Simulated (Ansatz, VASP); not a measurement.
One calculation of InPt3, two programs

```
In Pt
1.0
     3.98800    0.00000    0.00000
     0.00000    3.98800    0.00000
     0.00000    0.00000    3.90824
In Pt
1 3
Cartesian
  0.0000 0.0000 0.0000
  1.9940 1.9940 0.0000
  0.0000 1.9940 1.9541
  1.9940 0.0000 1.9541
```

Change from the starting cell: zz strain of -2 %.

Alike in both runs: task single point; functional PBEsol; k mesh 10 × 10 × 10; occupations fermi-dirac, width 0.05 eV; no spin polarisation.

```csv
,VASP,Ansatz
version,VASP 6.6.1,Ansatz 0.2.0
potentials or method,"VASP PAW PBE potentials, release 64 (In_d, Pt), cutoff 520 eV","all-electron LAPW, scalar-relativistic"
```

VASP gave:

| Property | Result |
| --- | --- |
| pressure (GPa) | 5.8 |
| traceless stress, the component that is largest in VASP (GPa) | 1.64 |

Question: Which values does Ansatz return?

Answer: Pressure (GPa): 5.9; traceless stress, the component that is largest in VASP (GPa): 1.64.

VASP's potentials were made for PBE, not for PBEsol. Ansatz ran all-electron here, and VASP with PAW potentials.

Neither program's run includes spin-orbit coupling.
